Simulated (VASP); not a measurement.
KTaO3, 5 atoms in the cell. It takes space group Pm-3m (No. 221, cubic). The conventional cell has a = 4.110 Å, b = 4.110 Å, c = 4.110 Å, α = 90.00°, β = 90.00°, γ = 90.00°. Within 3.8 Å of K (site symmetry m-3m) lie 12 O at 2.91 Å and 8 Ta at 3.56 Å. Ta (site symmetry m-3m) has 6 O at 2.05 Å within 2.7 Å. Within 2.7 Å of O (site symmetry 4/mmm) lie 2 Ta at 2.05 Å.  This cell differs from its parent crystal: strain +3.0%.

| Item | Value |
| --- | --- |
| Program | VASP 6.6.1 |
| Task | single point |
| Functional | r2SCAN |
| Potentials or basis | VASP PAW PBE potentials, release 64 (K_sv, Ta_pv, O) |
| Cutoff | 520 eV |
| k mesh | 6 × 6 × 6 |
| Occupations | gaussian, width 0.01 eV |
| Spin | no spin polarisation |
| Dipole correction | no |
| Further INCAR settings | ALGO = Normal; EDIFF = 1e-07; NBANDS = 27 |

Potentials or basis: VASP PAW PBE potentials, release 64 (K_sv, Ta_pv, O).

Command:

```sh
$ cat potpaw_PBE.64/K_sv/POTCAR potpaw_PBE.64/Ta_pv/POTCAR potpaw_PBE.64/O/POTCAR > POTCAR
$ cp INCAR.step1 INCAR
$ mpirun -np 1 vasp_std > vasp.out
$ cp INCAR.step2 INCAR
$ mpirun -np 1 vasp_std > vasp.out
```

Hardware: 1 thread of Intel Xeon 8259CL, with other jobs on the host.

Task: How long does it take, and how much memory?

Result: Run time: 3.8 min on 1 thread of Intel Xeon 8259CL, with other jobs on the host, peak memory 0.21 GiB. Counts: k points 20.
